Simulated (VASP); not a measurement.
# LiS3 (P6/mmm) in VASP: further runs

Runs on LiS3. Level: PBE. Tasks: relaxation of cell and atoms, single point.

Everything below comes from runs of VASP 6.6.1. Logs are shortened: lines on timing, memory, paths and dates and some standing lists are left out, and cuts for length are marked.

## 1. The cell of the first run

The structure is hexagonal, space group P6/mmm (No. 191). Conventional cell: a = 4.335 Å, b = 4.335 Å, c = 5.250 Å, α = 90.00°, β = 90.00°, γ = 120.00°. Within 3.7 Å of Li (site symmetry 6/mmm) lie 14 S at 2.63 to 3.63 Å. S (site symmetry -6m2) has 6 S at 2.50 Å within 3.3 Å. Within 3.3 Å of S (site symmetry 6/mmm) lie 6 S at 2.50 Å and 2 Li at 2.63 Å.

The cell was built from a structure type or drawn by symmetry, and may not be a known phase.

## 2. Relaxation of cell and atoms, PBE

The input, INCAR:

```
PREC     = Accurate       # precision mode
ENCUT    = 600            # plane-wave cutoff, eV
EDIFF    = 1E-6           # SCF threshold, eV
ISMEAR   = 0              # smearing method
SIGMA    = 0.1            # smearing width, eV
LREAL    = False          # projectors in reciprocal space
LASPH    = True           # aspherical terms in the spheres
NELM     = 60             # most SCF steps
ALGO     = Normal         # electronic algorithm
ISIF     = 3              # what is computed and relaxed
LWAVE    = False          # write WAVECAR
LCHARG   = False          # write CHGCAR
GGA      = PE             # functional
IBRION   = 2              # ionic algorithm
NSW      = 90             # ionic steps
EDIFFG   = -0.04          # ionic threshold
```

The input, KPOINTS:

```
Automatic mesh
0
Gamma
  6 6 4
```

The input, POSCAR:

```
LiS3
1.0
    4.3350719900      0.0000000000      0.0000000000
   -2.1675359900      3.7542824700      0.0000000000
    0.0000000000      0.0000000000      5.2500927700
Li S
1 3
Direct
    0.0000000000      0.0000000000      0.0000000000
    0.3333333300      0.6666666700      0.5000000000
    0.6666666700      0.3333333300      0.5000000000
    0.0000000000      0.0000000000      0.5000000000
```

Potentials or basis: VASP PAW PBE potentials, release 64 (Li_sv, S).

On the command line:

```console
$ cat potpaw_PBE.64/Li_sv/POTCAR potpaw_PBE.64/S/POTCAR > POTCAR
$ mpirun -np 1 vasp_std > vasp.out
```

OUTCAR:

```text
PREC = Accurate
   ENCUT = 600
   EDIFF = 1E-6
   ISMEAR = 0
   LREAL = False
   LASPH = True
   NELM = 60
   ISIF = 3
   GGA = PE
   IBRION = 2
   NSW = 90
   EDIFFG = -0.04

 ion  position               nearest neighbor table
   1  0.000  0.000  0.000-   4 2.63   4 2.63
   2  0.333  0.667  0.500-   4 2.50   3 2.50   3 2.50   4 2.50   4 2.50   3 2.50
   3  0.667  0.333  0.500-   4 2.50   2 2.50   2 2.50   4 2.50   4 2.50   2 2.50
   4  0.000  0.000  0.500-   2 2.50   3 2.50   2 2.50   3 2.50   3 2.50   2 2.50   1 2.63   1 2.63

  LATTYP: Found a hexagonal cell.
 ALAT       =     4.3350719900
 C/A-ratio  =     1.2110739527

  Lattice vectors:

 A1 = (   4.3350719900,   0.0000000000,   0.0000000000)
 A2 = (  -2.1675359900,   3.7542824700,   0.0000000000)
 A3 = (   0.0000000000,   0.0000000000,   5.2500927700)

Analysis of symmetry for initial positions (statically):
=====================================================================
 Subroutine PRICEL returns:
 Original cell was already a primitive cell.

 Routine SETGRP: Setting up the symmetry group for a
 hexagonal supercell.

 Subroutine GETGRP returns: Found 24 space group operations
 (whereof 24 operations were pure point group operations)
 out of a pool of 24 trial point group operations.

The static configuration has the point symmetry D_6h.

Analysis of symmetry for dynamics (positions and initial velocities):
=====================================================================
 Subroutine PRICEL returns:
 Original cell was already a primitive cell.

 Routine SETGRP: Setting up the symmetry group for a
 hexagonal supercell.

 Subroutine GETGRP returns: Found 24 space group operations
 (whereof 24 operations were pure point group operations)
 out of a pool of 24 trial point group operations.

The dynamic configuration has the point symmetry D_6h.

 Subroutine INISYM returns: Found 24 space group operations
 (whereof 24 operations are pure point group operations),
 and found     1 'primitive' translations

----------------------------------------------------------------------------------------

                                     Primitive cell

  volume of cell :      85.4457

  direct lattice vectors                    reciprocal lattice vectors
     4.335071990  0.000000000  0.000000000     0.230676677  0.133181241  0.000000000
    -2.167535990  3.754282470  0.000000000     0.000000000  0.266362483  0.000000000
     0.000000000  0.000000000  5.250092770     0.000000000  0.000000000  0.190472825

  length of vectors
     4.335071990  4.335071987  5.250092770     0.266362483  0.266362483  0.190472825

  position of ions in fractional coordinates (direct lattice)
     0.000000000  0.000000000  0.000000000
     0.333333330  0.666666670  0.500000000
     0.666666670  0.333333330  0.500000000
     0.000000000  0.000000000  0.500000000

  ion indices of the primitive-cell ions
   primitive index   ion index
                 1           1
                 2           2
                 3           3
                 4           4

----------------------------------------------------------------------------------------

 KPOINTS: Automatic mesh

Automatic generation of k-mesh.
 Grid dimensions read from file:
 generate k-points for:    6    6    4

 Generating k-lattice:

  Cartesian coordinates                     Fractional coordinates (reciprocal lattice)
     0.038446113  0.022196874  0.000000000     0.166666667  0.000000000  0.000000000
     0.000000000  0.044393747  0.000000000     0.000000000  0.166666667  0.000000000
     0.000000000  0.000000000  0.047618206     0.000000000  0.000000000  0.250000000

  Length of vectors
     0.044393747  0.044393747  0.047618206

  Shift w.r.t. Gamma in fractional coordinates (k-lattice)
     0.000000000  0.000000000  0.000000000

 Subroutine IBZKPT returns following result:
 ===========================================

 Found     21 irreducible k-points:

 Following reciprocal coordinates:
            Coordinates               Weight
  0.000000  0.000000  0.000000      1.000000
  0.166667  0.000000  0.000000      6.000000
  0.333333  0.000000  0.000000      6.000000
  0.500000  0.000000  0.000000      3.000000
  0.166667  0.166667  0.000000      6.000000
  0.333333  0.166667  0.000000     12.000000
[... 13 lines left out ...]
  0.333333  0.166667  0.500000     12.000000
  0.333333  0.333333  0.500000      2.000000
   k-points           NKPTS =     21   k-points in BZ     NKDIM =     21   number of bands    NBANDS=     14
   number of dos      NEDOS =    301   number of ions     NIONS =      4
   total plane-waves  NPLWV =  54432
   dimension x,y,z NGX =    36 NGY =   36 NGZ =   42
   dimension x,y,z NGXF=    72 NGYF=   72 NGZF=   84
   ions per type =               1   3
   NGX,Y,Z   is equivalent  to a cutoff of  13.81, 13.81, 13.30 a.u.
   NGXF,Y,Z  is equivalent  to a cutoff of  27.61, 27.61, 26.60 a.u.
 SYSTEM =  unknown system
   PREC   = accura    normal or accurate (medium, high low for compatibility)
   ISTART =      0    job   : 0-new  1-cont  2-samecut
   ICHARG =      2    charge: 1-file 2-atom 10-const
   ISPIN  =      1    spin polarized calculation?
   LNONCOLLINEAR =      F non collinear calculations
   LSORBIT =      F    spin-orbit coupling
   LASPH  =      T    aspherical Exc in radial PAW
   ENCUT  =  600.0 eV  44.10 Ry    6.64 a.u.   8.66  8.66 10.49*2*pi/ulx,y,z
   NELM   =     60;   NELMIN=  2; NELMDL= -5     # of ELM steps
   EDIFF  = 0.1E-05   stopping-criterion for ELM
   LREAL  =      F    real-space projection
   EDIFFG = -.4E-01   stopping-criterion for IOM
   NSW    =     90    number of steps for IOM
   IBRION =      2    ionic relax: 0-MD 1-quasi-New 2-CG
   NFREE  =      1    steps in history (QN), initial steepest desc. (CG)
   ISIF   =      3    stress and relaxation
   ISYM   =      2    0-nonsym 1-usesym 2-fastsym
   POTIM  = 0.5000    time-step for ionic-motion
   TEBEG  =    0.0;   TEEND  =   0.0 temperature during run
   PSTRESS=    0.0 pullay stress
   NELECT =      21.0000    total number of electrons
   NUPDOWN=      -1.0000    fix difference up-down
   EMIN   =  10.00;   EMAX   =-10.00  energy-range for DOS
   EFERMI =   0.00;   METHOD = LEGACY
   ISMEAR =     0;   SIGMA  =   0.10  broadening in eV -4-tet -1-fermi 0-gaus
   EFERMI_NEDOS =   21; number of points for ismear=-14 and -15
   IALGO  =     38    algorithm
   IMIX   =      4    mixing-type and parameters
     AMIX     =   0.40;   BMIX     =  1.00
     AMIX_MAG =   1.60;   BMIX_MAG =  1.00
  volume/ion in A,a.u.               =      21.36       144.15
  Fermi-wavevector in a.u.,A,eV,Ry     =   1.025458  1.937835 14.307397  1.051564
  Thomas-Fermi vector in A             =   2.159299
   LORBIT       =      0    0 simple, 1 ext, 2 COOP (PROOUT), +10 PAW based schemes
   GGA     = PE    functional components
   LHFCALC =     F    Hartree Fock is set to
   AEXX    =    0.0000 exact exchange contribution
   IVDW    =     0    specifies the selected vdW correction
   LEPSILON=     F    determine dielectric tensor
   LRPA    =     F    only Hartree local field effects (RPA)
 conjugate gradient relaxation of ions
 non-spin polarized calculation
 Gauss-broadening in eV      SIGMA  =   0.10
  energy-cutoff  :      600.00
  volume of cell :       85.45
 maximum number of plane-waves:      2881
 NGX is ok and might be reduce to    36
   NGX = 17   NGY = 17   NGZ = 21

--------------------------------------- Ionic step        1  -------------------------------------------

 number of electron      20.9999999 magnetization

 Free energy of the ion-electron system (eV)
  ---------------------------------------------------
  ext. energy  EPLUGINS =         0.00000000
  ---------------------------------------------------
  free energy    TOTEN  =       -13.05105825 eV

  energy without entropy =      -13.04497340  energy(sigma->0) =      -13.04801582

------------------------ aborting loop because EDIFF is reached ----------------------------------------

  FORCE on cell =-STRESS in cart. coord.  units (eV):
  Direction    XX          YY          ZZ          XY          YZ          ZX
  --------------------------------------------------------------------------------------
  -------------------------------------------------------------------------------------
  Total        6.3042198      6.3042198     -4.4537925      0.0000000      0.0000000     -0.0000000
  in kB      118.2093126    118.2093125    -83.5122777      0.0000002      0.0000000     -0.0000000
  external PRESSURE =      50.9687825 kB  Pullay stress =       0.0000000 kB
[... 251 lines left out ...]
  energy  without entropy=      -13.6349148407  energy(sigma->0) =      -13.63720909

--------------------------------------- Ionic step        8  -------------------------------------------

 number of electron      21.0000001 magnetization

 Free energy of the ion-electron system (eV)
  ---------------------------------------------------
  ext. energy  EPLUGINS =         0.00000000
  ---------------------------------------------------
  free energy    TOTEN  =       -13.64056803 eV

  energy without entropy =      -13.63596363  energy(sigma->0) =      -13.63826583

 E-fermi :   3.3112     XC(G=0):  -8.4795

 val. band max:        3.2239947743   @ k =   0.3333   0.0000   0.5000
 cond. band min:       3.3117864821   @ k =   0.0000   0.0000   0.2500
 fundamental gap:      0.0877917078
 Fermi energy:         3.3111709949

 k-point     1 :       0.0000    0.0000    0.0000
  band No.  band energies     occupation
      1     -43.1281      2.00000
      2     -12.4753      2.00000
      3      -7.1168      2.00000
      4      -6.7891      2.00000
      5      -1.6677      2.00000
      6      -1.6677      2.00000
      7      -1.4476      2.00000
      8      -1.4410      2.00000
      9      -1.4410      2.00000
     10       2.5221      2.00000
     11       3.4590      0.03657
     12       5.4536      0.00000
     13       7.7835      0.00000
     14       7.7835      0.00000
[... 369 lines left out ...]
  FREE ENERGIE OF THE ION-ELECTRON SYSTEM (eV)
  ---------------------------------------------------
  free  energy   TOTEN  =       -13.6405680272 eV

  energy  without entropy=      -13.6359636259  energy(sigma->0) =      -13.63826583

 reached required accuracy - stopping structural energy minimisation
```

Run time: 56 s. Hardware: 1 thread of Intel Xeon 6975P-C (Granite Rapids), shared host; peak memory 0.23 GiB.

Results:

```
Free energy                           : -13.6406 eV
Relaxed volume                        : 20.83 Å³/atom
Relaxed cell                          : a = 4.548 Å, b = 4.548 Å, c = 4.649 Å, α = 90.00°, β = 90.00°, γ = 120.00°
Space group after relaxing (to 0.1 Å) : P6/mmm (No. 191)
Energy gained by relaxing             : 147.4 meV/atom
Ionic steps                           : 8
Pressure after relaxing               : 0.1 GPa
Band gap on the k mesh                : zero (an odd number of electrons rules out a gap without spin polarisation)
```

The path:
```
step  energy change (eV)  largest force (eV/Å)  pressure (GPa)  volume (Å³)
   1              0.0000                0.0000            5.10        85.45
   2             -0.4559                0.0000           -3.61        93.62
   3             -0.4667                0.0000           -2.66        92.34
   4             -0.5527                0.0000           -1.73        88.21
   5             -0.5872                0.0000           -0.66        84.63
   6             -0.5884                0.0000           -0.34        83.76
   7             -0.5884                0.0000           -0.41        83.93
   8             -0.5895                0.0000            0.12        83.30
```

Final structure:
```
Li S
1.0
     4.54848    0.00000    0.00000
    -2.27424    3.93910    0.00000
     0.00000    0.00000    4.64936
Li S
1 3
Direct
  0.00000 0.00000 0.00000
  0.33333 0.66667 0.50000
  0.66667 0.33333 0.50000
  0.00000 0.00000 0.50000
```

Levels at points of the mesh, in eV from the Fermi level:
```tsv
k point	band 8	band 9	band 10	band 11	band 12	band 13
(0.00, 0.00, 0.00)	-4.75	-4.75	-0.79	0.15	2.14	4.47
(0.50, 0.00, 0.00)	-1.81	-1.67	-0.80	0.60	0.75	1.54
(0.00, 0.00, 0.50)	-4.71	-4.71	-0.75	-0.14	4.49	4.49
(0.50, 0.00, 0.50)	-1.76	-1.66	-1.09	0.64	0.78	1.57
```

Caveat: the cutoff is under 1.25 times the usual one of these potentials, so pressure, stress and relaxed cells hold a basis-set (Pulay) error.

[end of part 1 of 2]
